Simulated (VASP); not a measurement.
Wanted: the native input for a VASP 6.6.1 run.

* Task: single point
* Functional: LDA
* Potentials or basis: VASP PAW LDA potentials, release 64 (O, C, S)
* Cutoff: 520 eV
* k mesh: 1 × 1 × 1
* Occupations: fermi-dirac, width 0.02 eV
* Spin: no spin polarisation
* Dipole correction: no
* Further INCAR settings: LREAL = Auto; ALGO = Normal; EDIFF = 1e-07; NBANDS = 101

The structure of CSO lies in POSCAR:

```
CSO
1.0
    9.0734730000      0.0000000000      0.0000000000
    0.0000000000      9.0734730000      0.0000000000
    0.0000000000      0.0000000000      9.0734730000
O C S
10 10 10
Direct
    0.4108459903      0.8469854928      0.9533504977
    0.0785476520      0.4395450342      0.1729767642
    0.7023330537      0.2981989366      0.8800929920
    0.9239020164      0.7838453919      0.2343645041
    0.2789890927      0.1725248976      0.9202099350
    0.5356052748      0.4775018342      0.2623361529
    0.9360473107      0.7817844391      0.8243370537
    1.2448926668      0.4836957139      0.7963654050
    0.3271184033      0.9244640944      0.3448734569
    0.8055460131      0.0841023057      0.4884899090
    0.3885392065      0.8091719676      0.8322943155
    0.1362653529      0.5529084618      0.1322536585
    0.6250528326      0.2282257301      0.8135804228
    0.9322670603      0.7214657497      0.3459204651
    0.1868854407      0.1141569496      0.9922771578
    0.5810013431      0.4734680976      0.3841748358
    0.8159940521      0.7453154928      0.8425439741
    1.1386819578      0.4189685691      0.7737610505
    0.2638680911      0.9626854017      0.4457609561
    0.8079706635      0.1281978797      0.3697591870
    0.3705196456      0.7798998245      0.6609817432
    0.2034281691      0.6985307610      0.0767181431
    0.5329712228      0.1153251903      0.7336771708
    0.8956217757      0.6105600358      0.4684314374
    0.0747674016      0.0486583252      1.1014305107
    0.6316985789      0.4819323318      0.5492384228
    0.6764444001      0.6641117464      0.8755853464
    1.0027582603      0.3221478700      0.7327293529
    0.1474958927      1.0069242505      0.5697377399
    0.7898519123      0.2269803415      0.2259774179
```

These files were run (other wordings do the same):

INCAR

```
SYSTEM = CSO
ALGO = Normal ; EDIFF = 1E-7
ENCUT = 520 ; ISIF = 2
ISMEAR = -1 ; LASPH = .TRUE.
LCHARG = .FALSE. ; LREAL = Auto
LWAVE = .FALSE. ; NBANDS = 101
NELM = 80 ; PREC = Accurate
SIGMA = 0.02
```

KPOINTS

```
k-points
0
G
  1 1 1
  0 0 0
```

Potentials or basis: VASP PAW LDA potentials, release 64 (O, C, S).

Command:

```console
$ cat potpaw_LDA.64/O/POTCAR potpaw_LDA.64/C/POTCAR potpaw_LDA.64/S/POTCAR > POTCAR
$ mpirun -np 1 vasp_gam > vasp.out
```

Results of the run:

- Pressure: 1.5 GPa
- Largest force: 6.125 eV/Å
- Band gap on the k mesh: 3.60 eV

Caveat: the k points lie up to 0.69 Å⁻¹ apart.

Run time: 2.3 min on 1 thread of Intel(R) Xeon(R) Platinum 8175M CPU @ 2.50GHz (Skylake/Cascade Lake), with other jobs on the host, peak memory 0.5 GiB.
